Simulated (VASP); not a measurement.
# C (P-1) in VASP: notebook, part 2 of 2

VASP 6.6.1.

## Step 3: Single point, PBEsol+D3(BJ) (atoms displaced along a vibrational mode, the cell strained)

File INCAR:

```
SYSTEM = C
  PREC = Accurate
  ENCUT = 520
  EDIFF = 1E-6
  ISMEAR = 0
  SIGMA = 0.05
  LREAL = .False.
  LASPH = .True.
  NELM = 60
  ALGO = Normal
  ISIF = 2
  LWAVE = .False.
  LCHARG = .False.
  GGA = PS
  IVDW = 12
  NBANDS = 11
```

File KPOINTS:

```
Automatic mesh
0
Gamma
  15 15 15
  0 0 0
```

File POSCAR:

```
C
1.0
    1.2495711806      0.7214402575      3.3377940636
   -1.2495711806      0.7214402575      3.3377940636
    0.0000000000     -1.4428805149      3.3377940636
C
2
Direct
    0.1584472250      0.1747200074      0.1665836162
    0.8415527750      0.8252799926      0.8334163838
```

Potentials or basis: VASP PAW PBE potentials, release 64 (C).

Run with:

```sh
> cat potpaw_PBE.64/C/POTCAR > POTCAR
> mpirun -np 1 vasp_std > vasp.out
```

OUTCAR:

```text
SYSTEM = C
   PREC = Accurate
   ENCUT = 520
   EDIFF = 1E-6
   ISMEAR = 0
   LREAL = .False.
   LASPH = .True.
   NELM = 60
   ISIF = 2
   GGA = PS
   IVDW = 12
 IVDW          = 12

 ion  position               nearest neighbor table
   1  0.158  0.175  0.167-   2 1.41   2 1.44   2 1.48
   2  0.842  0.825  0.833-   1 1.41   1 1.44   1 1.48

  LATTYP: Found a trigonal (rhomboedric) cell.
 ALAT       =     3.6363131592
 COS(alpha) =     0.7638274378

  Lattice vectors:

 A1 = (   1.2495711806,   0.7214402575,   3.3377940636)
 A2 = (  -1.2495711806,   0.7214402575,   3.3377940636)
 A3 = (   0.0000000000,  -1.4428805149,   3.3377940636)

Analysis of symmetry for initial positions (statically):
=====================================================================
 Subroutine PRICEL returns:
 Original cell was already a primitive cell.

 Routine SETGRP: Setting up the symmetry group for a
 trigonal (rhombohedral) supercell.

 Subroutine GETGRP returns: Found  2 space group operations
 (whereof  2 operations were pure point group operations)
 out of a pool of 12 trial point group operations.

The static configuration has the point symmetry S_2 .

Analysis of symmetry for dynamics (positions and initial velocities):
=====================================================================
 Subroutine PRICEL returns:
 Original cell was already a primitive cell.

 Routine SETGRP: Setting up the symmetry group for a
 trigonal (rhombohedral) supercell.

 Subroutine GETGRP returns: Found  2 space group operations
 (whereof  2 operations were pure point group operations)
 out of a pool of 12 trial point group operations.

The dynamic configuration has the point symmetry S_2 .

 Subroutine INISYM returns: Found  2 space group operations
 (whereof  2 operations are pure point group operations),
 and found     1 'primitive' translations

[... 120 lines left out ...]
   LHFCALC =     F    Hartree Fock is set to
   AEXX    =    0.0000 exact exchange contribution
   IVDW    =    12    specifies the selected vdW correction
   LEPSILON=     F    determine dielectric tensor
   LRPA    =     F    only Hartree local field effects (RPA)
 non-spin polarized calculation
 Gauss-broadening in eV      SIGMA  =   0.05
  energy-cutoff  :      520.00
  volume of cell :       18.05
 maximum number of plane-waves:       517
   NGX = 13   NGY = 13   NGZ = 13

 number of electron       8.0000000 magnetization

 Free energy of the ion-electron system (eV)
  ---------------------------------------------------
  ext. energy  EPLUGINS =         0.00000000
  ---------------------------------------------------
  free energy    TOTEN  =       -19.21202266 eV

  energy without entropy =      -19.21202178  energy(sigma->0) =      -19.21202222

 E-fermi :   4.3768     XC(G=0): -10.4994

 val. band max:        4.2814897063   @ k =   0.4000   0.0667  -0.2667
 cond. band min:       4.4720857795   @ k =   0.4000   0.0667  -0.2667
 fundamental gap:      0.1905960731
 Fermi energy:         4.3767911875

 k-point     1 :       0.0000    0.0000    0.0000
  band No.  band energies     occupation
      1     -14.9029      2.00000
      2      -1.8441      2.00000
      3       0.8435      2.00000
      4       2.0248      2.00000
      5       8.6510      0.00000
      6      11.7105      0.00000
      7      13.2493      0.00000
      8      15.2915      0.00000
      9      16.2673      0.00000
     10      26.3099      0.00000
     11      29.7181      0.00000
[... 309 lines left out ...]
 k-point    24 :      -0.0667   -0.0000   -0.0667
  band No.  band energies     occupation
      1     -14.7937      2.00000
      2      -1.7771      2.00000
      3       0.4789      2.00000
      4       1.7606      2.00000
      5       8.8771      0.00000
      6      12.1212      0.00000
      7      13.2719      0.00000
      8      14.9210      0.00000
      9      16.5016      0.00000
     10      26.6433      0.00000
     11      28.7751      0.00000

 [... further k-points ...]

------------------------ aborting loop because EDIFF is reached ----------------------------------------

 Edisp (eV)   -0.21965

 E8    (eV) :    -0.1068

  FORCE on cell =-STRESS in cart. coord.  units (eV):
  Direction    XX          YY          ZZ          XY          YZ          ZX
  --------------------------------------------------------------------------------------
  -------------------------------------------------------------------------------------
  Total      -2.03158    -2.07322    -0.05579    -0.36442    -0.00068    -0.00192
  in kB    -180.29053  -183.98583    -4.95104   -32.33974    -0.06068    -0.17041
  external pressure =     -123.08 kB  Pullay stress =        0.00 kB

 VOLUME and BASIS-vectors are now :
 -----------------------------------------------------------------------------
  energy-cutoff  :      520.00
  volume of cell :       18.05
      direct lattice vectors                 reciprocal lattice vectors
     1.249571181  0.721440257  3.337794064     0.400137269  0.231019360  0.099866357
    -1.249571181  0.721440257  3.337794064    -0.400137269  0.231019360  0.099866357
     0.000000000 -1.442880515  3.337794064     0.000000000 -0.462038720  0.099866357

 POSITION                                       TOTAL-FORCE (eV/Angst)
 -----------------------------------------------------------------------------------
     -0.02033      0.00000      1.66807         1.990921     -0.095317      0.004368
      0.02033      0.00000      8.34532        -1.990921      0.095317     -0.004368
 -----------------------------------------------------------------------------------
    total drift:                                0.000000     -0.000000     -0.000000

  FREE ENERGIE OF THE ION-ELECTRON SYSTEM (eV)
  ---------------------------------------------------
  free  energy   TOTEN  =       -19.4316747756 eV

  energy  without entropy=      -19.4316738897  energy(sigma->0) =      -19.43167433
```

stdout:

```text
POSCAR found type information on POSCAR C
 POSCAR found :  1 types and       2 ions
 scaLAPACK will be used
 -----------------------------------------------------------------------------
|                                                                             |
|                                                                             |
|     You enforced a specific xc type in the INCAR file but a different       |
|     I HOPE YOU KNOW WHAT YOU ARE DOING!                                     |
|                                                                             |
 -----------------------------------------------------------------------------

 LDA part: xc-table for (Slater+PW92), standard interpolation
 POSCAR, INCAR and KPOINTS ok, starting setup
 FFT: planning ... GRIDC
 FFT: planning ... GRID_SOFT
 FFT: planning ... GRID
 WAVECAR not read
 entering main loop
```

It took 10 min on 1 thread of Intel Xeon Platinum 8259CL at 2.50GHz (Skylake/Cascade Lake), shared host; peak memory 0.4 GiB.

Results:

```
Free energy                : -19.4317 eV
Pressure                   : -12.3 GPa
Largest force              : 1.993 eV/Å
Dispersion energy per atom : -0.110 eV
```

Forces on the atoms (eV/Å):
```
C    1.991 -0.095  0.004
C   -1.991  0.095 -0.004
```

Caveat: the cell differs from its parent crystal (atoms displaced along a vibrational mode, the cell strained); the stress differs along the axes, from -18 to -0 GPa; the PAW data sets were made with another functional, which shifts forces and pressure a little.

## Step 4: Single point, PBEsol+D3(BJ) (atoms displaced along a vibrational mode, the cell strained)

File INCAR:

```
PREC = Accurate
ENCUT = 520
EDIFF = 1E-6
ISMEAR = 0
SIGMA = 0.05
LREAL = F
LASPH = T
NELM = 100
ALGO = Normal
ISIF = 2
LWAVE = F
LCHARG = F
GGA = PS
IVDW = 12
NBANDS = 11
```

File KPOINTS:

```
Automatic mesh
0
Gamma
  15 15 15
```

File POSCAR:

```
C
1.0
    1.2495711806      0.7214402575      3.3377940636
   -1.2495711806      0.7214402575      3.3377940636
    0.0000000000     -1.4428805149      3.3377940636
C
2
Direct
    0.1503108337      0.1828563987      0.1665836162
    0.8496891663      0.8171436013      0.8334163838
```

Run with:

```sh
> cat potpaw_PBE.64/C/POTCAR > POTCAR
> mpirun -np 1 vasp_std > vasp.out
```

It took 10 min on 1 thread of Intel Xeon Platinum 8259CL at 2.50GHz (Skylake/Cascade Lake), shared host; peak memory 0.4 GiB.

The run converged. Its results:

- Free energy: -19.3108 eV
- Pressure: -10.3 GPa
- Largest force: 3.981 eV/Å
- Dispersion energy per atom: -0.110 eV

Forces on the atoms (eV/Å):
```
C    3.963 -0.378  0.009
C   -3.963  0.378 -0.009
```

Stress tensor (GPa, compression positive):
```
-14.49  -6.50  -0.05
 -6.50 -15.89  -0.03
 -0.05  -0.03  -0.39
```

Caveat: the cell differs from its parent crystal (atoms displaced along a vibrational mode, the cell strained); the stress differs along the axes, from -16 to -0 GPa; the PAW data sets were made with another functional, which shifts forces and pressure a little.

## Step 5: Single point, PBEsol+D3(BJ) (atoms displaced along a vibrational mode, the cell strained)

File INCAR:

```
SYSTEM = C
PREC = Accurate
ENCUT = 520
EDIFF = 1E-7
ISMEAR = 0
SIGMA = 0.05
LREAL = .FALSE.
LASPH = .TRUE.
NELM = 60
ALGO = Normal
ISIF = 2
LWAVE = .FALSE.
LCHARG = .FALSE.
GGA = PS
IVDW = 12
NBANDS = 11
```

File KPOINTS:

```
Automatic mesh
0
G
  15 15 15
  0 0 0
```

File POSCAR:

```
C
1.0
    1.2597722633      0.7273298553      3.3650427020
   -1.2597722633      0.7273298553      3.3650427020
    0.0000000000     -1.4546597106      3.3650427021
C
2
Direct
    0.1584472250      0.1747200074      0.1665836162
    0.8415527750      0.8252799926      0.8334163838
```

Run with:

```sh
> cat potpaw_PBE.64/C/POTCAR > POTCAR
> mpirun -np 1 vasp_std > vasp.out
```

Run time: 12 min. Hardware: 1 thread of Intel Xeon Platinum 8259CL at 2.50GHz (Skylake/Cascade Lake), shared host; peak memory 0.4 GiB.

Results (log left out):

```yaml
Free_energy: -19.3895 eV
Pressure: -18.1 GPa
Largest_force: 1.886 eV/Å
Dispersion_energy_per_atom: -0.108 eV
```

Forces in eV/Å, atoms in the order of the input:
```
C    1.884 -0.088  0.005
C   -1.884  0.088 -0.005
```

Stress tensor (GPa, compression positive):
```
-26.69  -2.48  -0.02
 -2.48 -27.04  -0.01
 -0.02  -0.01  -0.67
```

Caveat: the cell differs from its parent crystal (atoms displaced along a vibrational mode, the cell strained); the stress differs along the axes, from -27 to -1 GPa; the PAW data sets were made with another functional, which shifts forces and pressure a little.

## Step 6: Summary

| cell | pressure (GPa) | largest force (eV/Å) |
| --- | --- | --- |
| a = 3.636 Å, angles 40.2°, 2 atoms, atomic positions A | -6.8 | 5.99 |
| a = 3.636 Å, angles 40.2°, 2 atoms, atomic positions B | -12.3 | 1.99 |
| a = 3.636 Å, angles 40.2°, 2 atoms, atomic positions C | -10.3 | 3.98 |
| a = 3.666 Å, angles 40.2°, 2 atoms, atomic positions B | -18.1 | 1.89 |

Alike in all rows: task single point; level PBEsol+D3(BJ); potentials or basis VASP PAW PBE potentials, release 64 (C); no spin polarisation; k mesh 15 × 15 × 15; cutoff (eV) 520; smearing gaussian 0.05 eV.

Caveats: the PAW data sets were made with another functional, which shifts forces and pressure a little; the stress differs along the axes, from -12 to -1 GPa (at least some runs); the stress differs along the axes, from -18 to -0 GPa (at least some runs); the stress differs along the axes, from -16 to -0 GPa (at least some runs); the stress differs along the axes, from -27 to -1 GPa (at least some runs).

Absolute energies hang on the potentials; compare differences alone.
